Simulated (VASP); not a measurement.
Here is a VASP 6.6.1 calculation.

The input INCAR:

```
ALGO = Normal
EDIFF = 1E-6
ENCUT = 1340
GGA = CA
GGA_COMPAT = F
ISIF = 2
ISMEAR = 0
LASPH = T
LCHARG = T
LELF = T
LREAL = F
LVHAR = T
LWAVE = F
NBANDS = 15
NELM = 120
PREC = Accurate
SIGMA = 0.05
```

The input KPOINTS:

```
k-points
0
Gamma
  8 8 8
```

Contents of POSCAR:

```
CaO
1.0
    0.0000000000      2.3218312908      2.3218312908
    2.3218312908      0.0000000000      2.3218312908
    2.3218312908      2.3218312908      0.0000000000
Ca O
1 1
Direct
    0.5000000000      0.5000000000      0.5000000000
    0.0000000000      0.0000000000      0.0000000000
```

Potentials or basis: VASP PAW LDA potentials, release 64 (Ca_sv, O_h).

Command:

```bash
$ cat potpaw_LDA.64/Ca_sv/POTCAR potpaw_LDA.64/O_h/POTCAR > POTCAR
$ mpirun -np 1 vasp_std > vasp.out
```

Q: What does it give for the pressure?

A: 6.9 GPa.

Q: What does it give for the band gap on the k mesh?

A: 3.38 eV (least direct gap 3.73 eV).

Caveat: the cell stands under pressure. A k mesh can miss the band edges.
